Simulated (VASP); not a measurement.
Here is a VASP 6.6.1 calculation.

INCAR

```
SYSTEM = SiC4
PREC     = Accurate       ! precision mode
ENCUT    = 910            ! plane-wave cutoff, eV
EDIFF    = 1E-6           ! SCF threshold, eV
ISMEAR   = 0              ! smearing method
SIGMA    = 0.1            ! smearing width, eV
LREAL    = .FALSE.        ! projectors in reciprocal space
LASPH    = .TRUE.         ! aspherical terms in the spheres
NELM     = 120            ! most SCF steps
ALGO     = Normal         ! electronic algorithm
ISIF     = 2              ! what is computed and relaxed
LWAVE    = .FALSE.        ! write WAVECAR
LCHARG   = .FALSE.        ! write CHGCAR
GGA      = PE             ! functional
NBANDS   = 18             ! bands
GGA_COMPAT= .FALSE.
```

File KPOINTS:

```
regular mesh
0
G
  12 12 10
  0 0 0
```

Contents of POSCAR:

```
SiC4
1.0
    3.1419841280      0.0000000000      0.0000000000
    0.0000000000      3.1419841280      0.0000000000
    0.0000000000      0.0000000000      3.9695711162
Si C
1 4
Direct
    0.5000000000      0.5000000000      0.0000000000
    0.0000000000      0.5000000000      0.6792562581
    0.5000000000      0.0000000000      0.6792562581
    0.0000000000      0.5000000000      0.3207437419
    0.5000000000      0.0000000000      0.3207437419
```

Potentials or basis: VASP PAW PBE potentials, release 64 (Si, C_h).

The run is started by

```console
$ cat potpaw_PBE.64/Si/POTCAR potpaw_PBE.64/C_h/POTCAR > POTCAR
$ mpirun -np 1 vasp_std > vasp.out
```

(1) What does it give for the largest force?

(2) Predict the band gap on the k mesh.

(3) Estimate the pressure.

Answers

(1) 0.006 eV/Å.

(2) zero (band 10 reaches 10.40 eV, above the bottom of band 11 at 8.94 eV).

(3) -0.4 GPa.

Caveat: the cutoff is under 1.25 times the usual one of these potentials, so pressure, stress and relaxed cells hold a basis-set (Pulay) error.
